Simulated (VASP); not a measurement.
A run of VASP 6.6.1 is set up as follows.

Contents of INCAR:

```
PREC     = Accurate       # precision mode
ENCUT    = 500            # plane-wave cutoff, eV
EDIFF    = 1E-6           # SCF threshold, eV
ISMEAR   = -1             # smearing method
SIGMA    = 0.15           # smearing width, eV
LREAL    = False          # projectors in reciprocal space
LASPH    = True           # aspherical terms in the spheres
NELM     = 120            # most SCF steps
ALGO     = Normal         # electronic algorithm
ISIF     = 2              # what is computed and relaxed
LWAVE    = False          # write WAVECAR
LCHARG   = False          # write CHGCAR
GGA      = PS             # functional
ISYM     = -1           
NBANDS   = 17             # bands
GGA_COMPAT= False
```

File KPOINTS:

```
explicit points
48
Reciprocal
  0.12500000   0.12500000   0.08333333 2
  0.12500000   0.12500000   0.25000000 2
  0.12500000   0.12500000   0.41666667 2
  0.12500000   0.12500000   0.58333333 2
  0.12500000   0.12500000   0.75000000 2
  0.12500000   0.12500000   0.91666667 2
  0.12500000   0.37500000   0.08333333 2
  0.12500000   0.37500000   0.25000000 2
  0.12500000   0.37500000   0.41666667 2
  0.12500000   0.37500000   0.58333333 2
  0.12500000   0.37500000   0.75000000 2
  0.12500000   0.37500000   0.91666667 2
  0.12500000   0.62500000   0.08333333 2
  0.12500000   0.62500000   0.25000000 2
  0.12500000   0.62500000   0.41666667 2
  0.12500000   0.62500000   0.58333333 2
  0.12500000   0.62500000   0.75000000 2
  0.12500000   0.62500000   0.91666667 2
  0.12500000   0.87500000   0.08333333 2
  0.12500000   0.87500000   0.25000000 2
  0.12500000   0.87500000   0.41666667 2
  0.12500000   0.87500000   0.58333333 2
  0.12500000   0.87500000   0.75000000 2
  0.12500000   0.87500000   0.91666667 2
  0.37500000   0.12500000   0.08333333 2
  0.37500000   0.12500000   0.25000000 2
  0.37500000   0.12500000   0.41666667 2
  0.37500000   0.12500000   0.58333333 2
  0.37500000   0.12500000   0.75000000 2
  0.37500000   0.12500000   0.91666667 2
  0.37500000   0.37500000   0.08333333 2
  0.37500000   0.37500000   0.25000000 2
  0.37500000   0.37500000   0.41666667 2
  0.37500000   0.37500000   0.58333333 2
  0.37500000   0.37500000   0.75000000 2
  0.37500000   0.37500000   0.91666667 2
  0.37500000   0.62500000   0.08333333 2
  0.37500000   0.62500000   0.25000000 2
  0.37500000   0.62500000   0.41666667 2
  0.37500000   0.62500000   0.58333333 2
  0.37500000   0.62500000   0.75000000 2
  0.37500000   0.62500000   0.91666667 2
  0.37500000   0.87500000   0.08333333 2
  0.37500000   0.87500000   0.25000000 2
  0.37500000   0.87500000   0.41666667 2
  0.37500000   0.87500000   0.58333333 2
  0.37500000   0.87500000   0.75000000 2
  0.37500000   0.87500000   0.91666667 2
```

File POSCAR:

```
Ba
1.0
    6.9960670700      0.0000000000      0.0000000000
   -3.4980335350      6.0587718092      0.0000000000
    0.0000000000      0.0000000000      3.9093935500
Ba
2
Direct
    0.3333333333      0.6666666667      0.5000000000
    0.6666666667      0.3333333333      0.5000000000
```

Potentials or basis: VASP PAW PBE potentials, release 64 (Ba_sv).

Command:

```sh
$ cat potpaw_PBE.64/Ba_sv/POTCAR > POTCAR
$ mpirun -np 1 vasp_std > vasp.out
```

(1) What does it give for the pressure?

(2) Estimate the band gap on the k mesh.

Answers

(1) -0.1 GPa.

(2) zero (bands 10 and 11 overlap by 0.72 eV).

Caveat: the PAW data sets were made with another functional, which shifts forces and pressure a little; spin-orbit coupling is left out, which moves the levels of the heavy elements.
